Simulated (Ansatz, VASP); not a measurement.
One calculation of Re, two programs

The input INCAR:

```
SYSTEM = Re
ALGO     = Normal         ! electronic algorithm
EDIFF    = 1E-7           ! SCF threshold, eV
ENCUT    = 520            ! plane-wave cutoff, eV
GGA      = PE             ! functional
ISIF     = 2              ! what is computed and relaxed
ISMEAR   = -1             ! smearing method
LASPH    = .TRUE.         ! aspherical terms in the spheres
LCHARG   = .TRUE.         ! write CHGCAR
LELF     = .TRUE.         ! ELF
LREAL    = .FALSE.        ! projectors in reciprocal space
LVHAR    = .TRUE.       
LWAVE    = .FALSE.        ! write WAVECAR
NBANDS   = 10             ! bands
NELM     = 60             ! most SCF steps
PREC     = Accurate       ! precision mode
SIGMA    = 0.1            ! smearing width, eV
```

The input KPOINTS:

```
k-points
0
G
  17 17 17
  0 0 0
```

POSCAR

```
Re
1.0
   -1.4206233432      1.4206233432      1.4206233432
    1.4206233432     -1.4206233432      1.4206233432
    1.4206233432      1.4206233432     -1.4206233432
Re
1
Direct
    0.0000000000      0.0000000000      0.0000000000
```

Input for Ansatz:

```yaml
crystal:
  lattice:
    - [-1.4206233432, 1.4206233432, 1.4206233432]
    - [1.4206233432, -1.4206233432, 1.4206233432]
    - [1.4206233432, 1.4206233432, -1.4206233432]
  atoms:
    - { symbol: Re, position: [0.0, 0.0, 0.0] }
kpoints:
  mp_grid: { grid: [17, 17, 17] }
scf:
  occupations: { method: fermi_dirac, width: 0.1 }
hamiltonian:
  xc: pbe
  pseudopotentials: { kind: all_electron, lapw: { basis_error: 0.001 } }
output:
  forces: true
  stress: true
  eigenvalues: true
  populations: true
```

Change from the starting cell: volume scaled by 0.76, LAPW.

Alike in both runs: task single point; functional PBE; k mesh 17 × 17 × 17; occupations fermi-dirac, width 0.1 eV; no spin polarisation.

```csv
,VASP,Ansatz
version,VASP 6.6.1,Ansatz 0.2.0
potentials or method,"VASP PAW PBE potentials, release 64 (Re), cutoff 520 eV","all-electron LAPW, scalar-relativistic"
```

```tsv
	VASP	Ansatz	Ansatz less VASP
pressure (GPa)	181.3	177.0	-4.35
```

Both programs put the cell under a high pressure, so it lies far from rest at this level. Ansatz ran all-electron here, and VASP with PAW potentials.

Neither program's run includes spin-orbit coupling. Noted on VASP's run: the cell as given lies far from equilibrium.
